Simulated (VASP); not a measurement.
Crystal: TaSi2.

```xyz
9
Lattice="4.8051 0.0000 0.0000 -2.4026 4.1613 0.0000 0.0000 0.0000 6.5989" Properties=species:S:1:pos:R:3 pbc="T T T"
Ta    2.4026    0.0000    3.2994
Ta    1.2013    2.0807    5.4991
Ta   -1.2013    2.0807    1.0998
Si    0.0000    1.3226    3.2994
Si    3.6597    0.6613    5.4991
Si    1.2571    3.5000    1.0998
Si    2.4026    2.8387    3.2994
Si   -1.2571    3.5000    5.4991
Si    1.1454    0.6613    1.0998
```

- Program: VASP 6.6.1
- Task: relaxation of cell and atoms
- Functional: LDA
- Potentials or basis: VASP PAW LDA potentials, release 64 (Ta_pv, Si)
- Cutoff: 600 eV
- k mesh: 9 × 9 × 6
- Occupations: gaussian, width 0.1 eV
- Spin: no spin polarisation

At the start: pressure -7.4 GPa; volume 14.66 Å³/atom.

Q: How do energy, volume and symmetry change on relaxing?

A: Over 11 steps the energy falls by 13.6 meV/atom and the volume is 14.09 Å³/atom (-3.9 %); space group P6_222 (No. 180, to 0.05 Å).

The path:
```tsv
step	energy change (eV)	largest force (eV/Å)	pressure (GPa)	volume (Å³)
1	0.0000	0.0364	-7.38	131.95
2	0.1901	0.0039	14.05	119.46
3	-0.1209	0.0205	-0.17	126.98
4	-0.1209	0.0200	-0.01	126.88
5	-0.1224	0.0233	0.04	126.78
6	-0.1223	0.0229	0.03	126.79
7	-0.1223	0.0227	0.03	126.80
8	-0.1223	0.0094	-0.02	126.84
9	-0.1224	0.0020	-0.06	126.86
10	-0.1224	0.0031	0.06	126.78
11	-0.1224	0.0003	0.00	126.82
```

Final structure:
```yaml
crystal:
  lattice:
    - [4.73763, 0.00000, 0.00000]
    - [-2.36881, 4.10291, 0.00000]
    - [0.00000, 0.00000, 6.52430]
  atoms:
    - { symbol: Ta, position: [0.50000, 0.00000, 0.50000] }
    - { symbol: Ta, position: [0.50000, 0.50000, 0.83333] }
    - { symbol: Ta, position: [0.00000, 0.50000, 0.16667] }
    - { symbol: Si, position: [0.15929, 0.31857, 0.50000] }
    - { symbol: Si, position: [0.84071, 0.15929, 0.83333] }
    - { symbol: Si, position: [0.68143, 0.84071, 0.16667] }
    - { symbol: Si, position: [0.84071, 0.68143, 0.50000] }
    - { symbol: Si, position: [0.15929, 0.84071, 0.83333] }
    - { symbol: Si, position: [0.31857, 0.15929, 0.16667] }
```
